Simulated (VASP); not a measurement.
# Cd (P6_3/mmc) in VASP: a series of runs

The runs below take Cd through single point, with PBE+U, PBE.

All numbers are computed with VASP 6.6.1; they aren't measurements. Logs are shortened: lines on timing, memory, paths and dates and some standing lists are left out, and cuts for length are marked.

## (1) The cell of the first run

It takes space group P6_3/mmc (No. 194, hexagonal). Conventional cell: a = 2.979 Å, b = 2.979 Å, c = 5.618 Å, α = 90.00°, β = 90.00°, γ = 120.00°. Cd (site symmetry -6m2) has 12 Cd at 2.98 to 3.29 Å within 3.9 Å.

## (2) Single point, PBE+U

Contents of INCAR:

```
PREC = Accurate
ENCUT = 540
EDIFF = 1E-6
ISMEAR = 0
SIGMA = 0.06
LREAL = F
LASPH = T
NELM = 200
ALGO = Normal
ISIF = 2
LWAVE = F
LCHARG = F
LDAU = T
LDAUTYPE = 2
LDAUL = 2
LDAUU = 8.4
LDAUJ = 0
LDAUPRINT = 1
GGA = PE
NBANDS = 27
GGA_COMPAT = F
```

Contents of KPOINTS:

```
Automatic mesh
0
Gamma
  6 6 4
```

Contents of POSCAR:

```
Cd
1.0
    2.9788725081      0.0000000000      0.0000000000
   -1.4894362540      2.5797792666      0.0000000000
    0.0000000000      0.0000000000      5.6176500000
Cd
2
Direct
    0.3333333333      0.6666666667      0.2500000000
    0.6666666667      0.3333333333      0.7500000000
```

Potentials or basis: VASP PAW PBE potentials, release 64 (Cd_sv_GW).

Command:

```console
> cat potpaw_PBE.64/Cd_sv_GW/POTCAR > POTCAR
> mpirun -np 1 vasp_std > vasp.out
```

OUTCAR:

```text
PREC = Accurate
   ENCUT = 540
   EDIFF = 1E-6
   ISMEAR = 0
   LREAL = F
   LASPH = T
   NELM = 200
   ISIF = 2
   GGA = PE

 ion  position               nearest neighbor table
   1  0.333  0.667  0.250-
   2  0.667  0.333  0.750-

  LATTYP: Found a hexagonal cell.
 ALAT       =     2.9788725081
 C/A-ratio  =     1.8858309594

  Lattice vectors:

 A1 = (   2.9788725081,   0.0000000000,   0.0000000000)
 A2 = (  -1.4894362540,   2.5797792666,   0.0000000000)
 A3 = (   0.0000000000,   0.0000000000,   5.6176500000)

Analysis of symmetry for initial positions (statically):
=====================================================================
 Subroutine PRICEL returns:
 Original cell was already a primitive cell.

 Routine SETGRP: Setting up the symmetry group for a
 hexagonal supercell.

 Subroutine GETGRP returns: Found 24 space group operations
 (whereof 12 operations were pure point group operations)
 out of a pool of 24 trial point group operations.

The static configuration has the point symmetry D_3d.
 The point group associated with its full space group is D_6h.

Analysis of symmetry for dynamics (positions and initial velocities):
=====================================================================
 Subroutine PRICEL returns:
 Original cell was already a primitive cell.

 Routine SETGRP: Setting up the symmetry group for a
 hexagonal supercell.

 Subroutine GETGRP returns: Found 24 space group operations
 (whereof 12 operations were pure point group operations)
 out of a pool of 24 trial point group operations.

The dynamic configuration has the point symmetry D_3d.
 The point group associated with its full space group is D_6h.

 Subroutine INISYM returns: Found 24 space group operations
 (whereof 12 operations are pure point group operations),
 and found     1 'primitive' translations

----------------------------------------------------------------------------------------

                                     Primitive cell

  volume of cell :      43.1707

  direct lattice vectors                    reciprocal lattice vectors
     2.978872508  0.000000000  0.000000000     0.335697482  0.193815032  0.000000000
    -1.489436254  2.579779267  0.000000000     0.000000000  0.387630063  0.000000000
     0.000000000  0.000000000  5.617650000     0.000000000  0.000000000  0.178010378

  length of vectors
     2.978872508  2.978872508  5.617650000     0.387630063  0.387630063  0.178010378

  position of ions in fractional coordinates (direct lattice)
     0.333333333  0.666666667  0.250000000
     0.666666667  0.333333333  0.750000000

  ion indices of the primitive-cell ions
   primitive index   ion index
                 1           1
                 2           2

----------------------------------------------------------------------------------------

 KPOINTS: Automatic mesh

Automatic generation of k-mesh.
 Grid dimensions read from file:
 generate k-points for:    6    6    4

 Generating k-lattice:

  Cartesian coordinates                     Fractional coordinates (reciprocal lattice)
     0.055949580  0.032302505  0.000000000     0.166666667  0.000000000  0.000000000
     0.000000000  0.064605011  0.000000000     0.000000000  0.166666667  0.000000000
     0.000000000  0.000000000  0.044502595     0.000000000  0.000000000  0.250000000

  Length of vectors
     0.064605011  0.064605011  0.044502595

  Shift w.r.t. Gamma in fractional coordinates (k-lattice)
     0.000000000  0.000000000  0.000000000

 Subroutine IBZKPT returns following result:
 ===========================================

 Found     21 irreducible k-points:

 Following reciprocal coordinates:
            Coordinates               Weight
  0.000000  0.000000  0.000000      1.000000
  0.166667  0.000000  0.000000      6.000000
  0.333333  0.000000  0.000000      6.000000
  0.500000 -0.000000  0.000000      3.000000
  0.166667  0.166667  0.000000      6.000000
  0.333333  0.166667  0.000000     12.000000
[... 13 lines left out ...]
  0.333333  0.166667  0.500000     12.000000
  0.333333  0.333333  0.500000      2.000000
   k-points           NKPTS =     21   k-points in BZ     NKDIM =     21   number of bands    NBANDS=     27
   number of dos      NEDOS =    301   number of ions     NIONS =      2
   total plane-waves  NPLWV =  27648
   dimension x,y,z NGX =    24 NGY =   24 NGZ =   48
   dimension x,y,z NGXF=    48 NGYF=   48 NGZF=   96
   ions per type =               2
   NGX,Y,Z   is equivalent  to a cutoff of  13.39, 13.39, 14.20 a.u.
   NGXF,Y,Z  is equivalent  to a cutoff of  26.79, 26.79, 28.41 a.u.
 SYSTEM =  unknown system
   PREC   = accura    normal or accurate (medium, high low for compatibility)
   ISTART =      0    job   : 0-new  1-cont  2-samecut
   ICHARG =      2    charge: 1-file 2-atom 10-const
   ISPIN  =      1    spin polarized calculation?
   LNONCOLLINEAR =      F non collinear calculations
   LSORBIT =      F    spin-orbit coupling
   LASPH  =      T    aspherical Exc in radial PAW
   ENCUT  =  540.0 eV  39.69 Ry    6.30 a.u.   5.64  5.64 10.64*2*pi/ulx,y,z
   NELM   =    200;   NELMIN=  2; NELMDL= -5     # of ELM steps
   EDIFF  = 0.1E-05   stopping-criterion for ELM
   LREAL  =      F    real-space projection
   EDIFFG = 0.1E-04   stopping-criterion for IOM
   NSW    =      0    number of steps for IOM
   IBRION =     -1    ionic relax: 0-MD 1-quasi-New 2-CG
   NFREE  =      0    steps in history (QN), initial steepest desc. (CG)
   ISIF   =      2    stress and relaxation
   ISYM   =      2    0-nonsym 1-usesym 2-fastsym
   POTIM  = 0.5000    time-step for ionic-motion
   TEBEG  =    0.0;   TEEND  =   0.0 temperature during run
   PSTRESS=    0.0 pullay stress
   NELECT =      40.0000    total number of electrons
   NUPDOWN=      -1.0000    fix difference up-down
   EMIN   =  10.00;   EMAX   =-10.00  energy-range for DOS
   EFERMI =   0.00;   METHOD = LEGACY
   ISMEAR =     0;   SIGMA  =   0.06  broadening in eV -4-tet -1-fermi 0-gaus
   EFERMI_NEDOS =   21; number of points for ismear=-14 and -15
   IALGO  =     38    algorithm
   IMIX   =      4    mixing-type and parameters
     AMIX     =   0.40;   BMIX     =  1.00
     AMIX_MAG =   1.60;   BMIX_MAG =  1.00
  volume/ion in A,a.u.               =      21.59       145.67
  Fermi-wavevector in a.u.,A,eV,Ry     =   1.595996  3.015995 34.656801  2.547203
  Thomas-Fermi vector in A             =   2.693828
   LORBIT       =      0    0 simple, 1 ext, 2 COOP (PROOUT), +10 PAW based schemes
 LDA+U is selected, type is set to LDAUTYPE =  2
   angular momentum for each species LDAUL =     2
   U (eV)           for each species LDAUU =   8.4
   J (eV)           for each species LDAUJ =   0.0
   GGA     = PE    functional components
   LHFCALC =     F    Hartree Fock is set to
   AEXX    =    0.0000 exact exchange contribution
   IVDW    =     0    specifies the selected vdW correction
   LEPSILON=     F    determine dielectric tensor
   LRPA    =     F    only Hartree local field effects (RPA)
 non-spin polarized calculation
 Gauss-broadening in eV      SIGMA  =   0.06
  energy-cutoff  :      540.00
  volume of cell :       43.17
 maximum number of plane-waves:      1246
 NGX is ok and might be reduce to    24
   NGX = 11   NGY = 11   NGZ = 21

atom =   1  type =  1  l = 2

 onsite density matrix

spin component  1

  0.9286  0.0000 -0.0000  0.0000 -0.0000
  0.0000  0.9309 -0.0000  0.0000  0.0000
 -0.0000 -0.0000  0.9311 -0.0000 -0.0000
  0.0000  0.0000 -0.0000  0.9309 -0.0000
 -0.0000  0.0000 -0.0000 -0.0000  0.9286

spin component  2

  0.9286  0.0000 -0.0000  0.0000 -0.0000
  0.0000  0.9309 -0.0000  0.0000  0.0000
 -0.0000 -0.0000  0.9311 -0.0000 -0.0000
  0.0000  0.0000 -0.0000  0.9309 -0.0000
 -0.0000  0.0000 -0.0000 -0.0000  0.9286

 occupancies and eigenvectors

  o =  0.9286  v =  0.0030 -0.0000  0.0000  0.0000  1.0000  0.0000  0.0000  0.0000  0.0000  0.0000      0.0000  0.0000  0.0000  0.0000  0.0000  0.0000  0.0000  0.0000  0.0000  0.0000
  o =  0.9286  v =  0.0000  0.0000  0.0000  0.0000  0.0000  0.0030 -0.0000  0.0000  0.0000  1.0000      0.0000  0.0000  0.0000  0.0000  0.0000  0.0000  0.0000  0.0000  0.0000  0.0000
  o =  0.9286  v =  0.0000  0.0000  0.0000  0.0000  0.0000  1.0000 -0.0000  0.0000 -0.0000 -0.0030      0.0000  0.0000  0.0000  0.0000  0.0000  0.0000  0.0000  0.0000  0.0000  0.0000
  o =  0.9286  v =  1.0000 -0.0000  0.0000 -0.0000 -0.0030  0.0000  0.0000  0.0000  0.0000  0.0000      0.0000  0.0000  0.0000  0.0000  0.0000  0.0000  0.0000  0.0000  0.0000  0.0000
  o =  0.9309  v = -0.0000 -0.9232  0.0000  0.3842 -0.0000  0.0000  0.0000  0.0000  0.0000  0.0000      0.0000  0.0000  0.0000  0.0000  0.0000  0.0000  0.0000  0.0000  0.0000  0.0000
  o =  0.9309  v =  0.0000  0.0000  0.0000  0.0000  0.0000 -0.0000 -0.9232  0.0000  0.3842 -0.0000      0.0000  0.0000  0.0000  0.0000  0.0000  0.0000  0.0000  0.0000  0.0000  0.0000
  o =  0.9309  v =  0.0000  0.3842 -0.0000  0.9232  0.0000  0.0000  0.0000  0.0000  0.0000  0.0000      0.0000  0.0000  0.0000  0.0000  0.0000  0.0000  0.0000  0.0000  0.0000  0.0000
  o =  0.9309  v =  0.0000  0.0000  0.0000  0.0000  0.0000  0.0000  0.3842 -0.0000  0.9232  0.0000      0.0000  0.0000  0.0000  0.0000  0.0000  0.0000  0.0000  0.0000  0.0000  0.0000
  o =  0.9311  v =  0.0000  0.0000  0.0000  0.0000  0.0000  0.0000 -0.0000 -1.0000  0.0000  0.0000      0.0000  0.0000  0.0000  0.0000  0.0000  0.0000  0.0000  0.0000  0.0000  0.0000
  o =  0.9311  v =  0.0000 -0.0000 -1.0000  0.0000  0.0000  0.0000  0.0000  0.0000  0.0000  0.0000      0.0000  0.0000  0.0000  0.0000  0.0000  0.0000  0.0000  0.0000  0.0000  0.0000

atom =   2  type =  1  l = 2

 onsite density matrix

spin component  1

  0.9286  0.0000 -0.0000  0.0000 -0.0000
  0.0000  0.9309 -0.0000  0.0000  0.0000
 -0.0000 -0.0000  0.9311 -0.0000 -0.0000
  0.0000  0.0000 -0.0000  0.9309 -0.0000
 -0.0000  0.0000 -0.0000 -0.0000  0.9286

spin component  2

  0.9286  0.0000 -0.0000  0.0000 -0.0000
  0.0000  0.9309 -0.0000  0.0000  0.0000
 -0.0000 -0.0000  0.9311 -0.0000 -0.0000
  0.0000  0.0000 -0.0000  0.9309 -0.0000
 -0.0000  0.0000 -0.0000 -0.0000  0.9286

 occupancies and eigenvectors

  o =  0.9286  v =  1.0000 -0.0000  0.0000 -0.0000  0.0011  0.0000  0.0000  0.0000  0.0000  0.0000      0.0000  0.0000  0.0000  0.0000  0.0000  0.0000  0.0000  0.0000  0.0000  0.0000
  o =  0.9286  v =  0.0000  0.0000  0.0000  0.0000  0.0000  1.0000 -0.0000  0.0000 -0.0000  0.0011      0.0000  0.0000  0.0000  0.0000  0.0000  0.0000  0.0000  0.0000  0.0000  0.0000
  o =  0.9286  v = -0.0011  0.0000  0.0000  0.0000  1.0000  0.0000  0.0000  0.0000  0.0000  0.0000      0.0000  0.0000  0.0000  0.0000  0.0000  0.0000  0.0000  0.0000  0.0000  0.0000
  o =  0.9286  v =  0.0000  0.0000  0.0000  0.0000  0.0000 -0.0011  0.0000  0.0000  0.0000  1.0000      0.0000  0.0000  0.0000  0.0000  0.0000  0.0000  0.0000  0.0000  0.0000  0.0000
  o =  0.9309  v = -0.0000 -0.9232 -0.0000  0.3842 -0.0000  0.0000  0.0000  0.0000  0.0000  0.0000      0.0000  0.0000  0.0000  0.0000  0.0000  0.0000  0.0000  0.0000  0.0000  0.0000
  o =  0.9309  v =  0.0000  0.0000  0.0000  0.0000  0.0000 -0.0000 -0.9232 -0.0000  0.3842 -0.0000      0.0000  0.0000  0.0000  0.0000  0.0000  0.0000  0.0000  0.0000  0.0000  0.0000
  o =  0.9309  v =  0.0000  0.3842  0.0000  0.9232 -0.0000  0.0000  0.0000  0.0000  0.0000  0.0000      0.0000  0.0000  0.0000  0.0000  0.0000  0.0000  0.0000  0.0000  0.0000  0.0000
  o =  0.9309  v =  0.0000  0.0000  0.0000  0.0000  0.0000  0.0000  0.3842  0.0000  0.9232 -0.0000      0.0000  0.0000  0.0000  0.0000  0.0000  0.0000  0.0000  0.0000  0.0000  0.0000
  o =  0.9311  v =  0.0000  0.0000  0.0000  0.0000  0.0000  0.0000  0.0000 -1.0000  0.0000  0.0000      0.0000  0.0000  0.0000  0.0000  0.0000  0.0000  0.0000  0.0000  0.0000  0.0000
  o =  0.9311  v =  0.0000  0.0000 -1.0000  0.0000  0.0000  0.0000  0.0000  0.0000  0.0000  0.0000      0.0000  0.0000  0.0000  0.0000  0.0000  0.0000  0.0000  0.0000  0.0000  0.0000

 number of electron      39.9999998 magnetization

 Free energy of the ion-electron system (eV)
  ---------------------------------------------------
  ext. energy  EPLUGINS =         0.00000000
  ---------------------------------------------------
  free energy    TOTEN  =         4.39679894 eV

  energy without entropy =        4.39906504  energy(sigma->0) =        4.39793199

 E-fermi :   6.7478     XC(G=0): -11.2010

 val. band max:        6.4965652726   @ k =   0.0000   0.0000   0.2500
 cond. band min:       6.7623589132   @ k =   0.3333   0.3333   0.0000
 fundamental gap:      0.2657936406
 Fermi energy:         6.7477859955

 k-point     1 :       0.0000    0.0000    0.0000
  band No.  band energies     occupation
      1     -95.5142      2.00000
      2     -95.5134      2.00000
      3     -56.6431      2.00000
      4     -56.6209      2.00000
      5     -56.6108      2.00000
      6     -56.6108      2.00000
[... 619 lines left out ...]
     26      16.4302      0.00000
     27      18.0706      0.00000

------------------------ aborting loop because EDIFF is reached ----------------------------------------

  FORCE on cell =-STRESS in cart. coord.  units (eV):
  Direction    XX          YY          ZZ          XY          YZ          ZX
  --------------------------------------------------------------------------------------
  -------------------------------------------------------------------------------------
  Total        1.4323082      1.4323082      0.9337597      0.0000000     -0.0000000      0.0000000
  in kB       53.1566868     53.1566868     34.6542568      0.0000000     -0.0000000      0.0000000
  external PRESSURE =      46.9892101 kB  Pullay stress =       0.0000000 kB

 VOLUME and BASIS-vectors are now :
 -----------------------------------------------------------------------------
  energy-cutoff  :      540.00
  volume of cell :       43.17
      direct lattice vectors                 reciprocal lattice vectors
     2.978872508  0.000000000  0.000000000     0.335697482  0.193815032  0.000000000
    -1.489436254  2.579779267  0.000000000     0.000000000  0.387630063  0.000000000
     0.000000000  0.000000000  5.617650000     0.000000000  0.000000000  0.178010378

 POSITION                                       TOTAL-FORCE (eV/Angst)
 -----------------------------------------------------------------------------------
     -0.00000      1.71985      1.40441         0.000000      0.000000      0.000000
      1.48944      0.85993      4.21324        -0.000000      0.000000      0.000000
 -----------------------------------------------------------------------------------
    total drift:                                0.000000     -0.000000      0.000000

  FREE ENERGIE OF THE ION-ELECTRON SYSTEM (eV)
  ---------------------------------------------------
  free  energy   TOTEN  =         4.3967989388 eV

  energy  without entropy=        4.3990650365  energy(sigma->0) =        4.39793199
```

Wall time 13 s (1 thread of Intel Xeon 6975P-C (Granite Rapids), shared host); peak memory 0.18 GiB.

What came out:

* Free energy: 4.3968 eV
* Pressure: 4.7 GPa
* Band gap on the k mesh: zero (band 20 reaches 7.46 eV, above the bottom of band 21 at 3.50 eV)

Levels at points of the mesh, in eV from the Fermi level:
```tsv
k point	band 16	band 17	band 18	band 19	band 20	band 21	band 22	band 23	band 24	band 25
(0.00, 0.00, 0.00)	-11.57	-11.35	-11.35	-9.08	-3.47	-3.24	10.20	13.47	14.06	14.55
(0.50, 0.00, 0.00)	-11.34	-11.10	-11.08	-2.58	-2.21	1.80	2.71	2.98	4.64	8.13
(0.00, 0.00, 0.50)	-11.45	-11.45	-11.45	-7.65	-7.65	3.37	3.37	13.78	13.78	15.45
(0.50, 0.00, 0.50)	-11.34	-11.09	-11.09	-1.72	-1.72	-0.31	-0.31	7.82	7.82	9.72
```

Eigenvalues of the final occupation matrices:
```csv
site,spin,trace,eigenvalues
site 1 d,1,4.65,0.93 0.93 0.93 0.93 0.93
site 1 d,2,4.65,0.93 0.93 0.93 0.93 0.93
site 2 d,1,4.65,0.93 0.93 0.93 0.93 0.93
site 2 d,2,4.65,0.93 0.93 0.93 0.93 0.93
```

Caveat: the k points lie up to 0.41 Å⁻¹ apart; U without spin polarisation on a metal has little footing; the U is typed as a test and isn't derived for this compound.

## (3) Single point, PBE

Contents of INCAR:

```
SYSTEM = Cd
PREC = Accurate
ENCUT = 500
EDIFF = 1E-6
ISMEAR = 0
SIGMA = 0.1
LREAL = .False.
LASPH = .True.
NELM = 120
ALGO = Normal
ISIF = 2
LWAVE = .False.
LCHARG = .False.
GGA = PE
NBANDS = 19
GGA_COMPAT = .False.
```

Contents of KPOINTS:

```
regular mesh
0
Gamma
  6 6 4
  0 0 0
```

POSCAR is that of step 2.

Potentials or basis: VASP PAW PBE potentials, release 64 (Cd).

Command:

```console
> cat potpaw_PBE.64/Cd/POTCAR > POTCAR
> mpirun -np 1 vasp_std > vasp.out
```

Wall time 10 s (1 thread of Intel Xeon Platinum 8259CL at 2.50GHz (Skylake/Cascade Lake), shared host); peak memory 0.16 GiB.

It converged, with:

* Free energy: -1.4422 eV
* Pressure: 4.3 GPa
* Band gap on the k mesh: zero (band 12 reaches 4.03 eV, above the bottom of band 13 at -0.04 eV)

Stress tensor (GPa, compression positive):
```
4.55 0.00 0.00
0.00 4.55 0.00
0.00 0.00 3.69
```

Levels at points of the mesh, in eV from the Fermi level:
```csv
k point,band 10,band 11,band 12,band 13,band 14,band 15
"(0.00, 0.00, 0.00)",-8.78,-8.78,-3.34,-3.33,10.26,14.15
"(0.50, 0.00, 0.00)",-8.50,-2.65,-2.15,1.68,2.73,2.88
"(0.00, 0.00, 0.50)",-8.89,-7.68,-7.68,3.41,3.41,14.48
"(0.50, 0.00, 0.50)",-8.51,-1.84,-1.84,-0.22,-0.22,7.80
```

Caveat: the k points lie up to 0.41 Å⁻¹ apart.
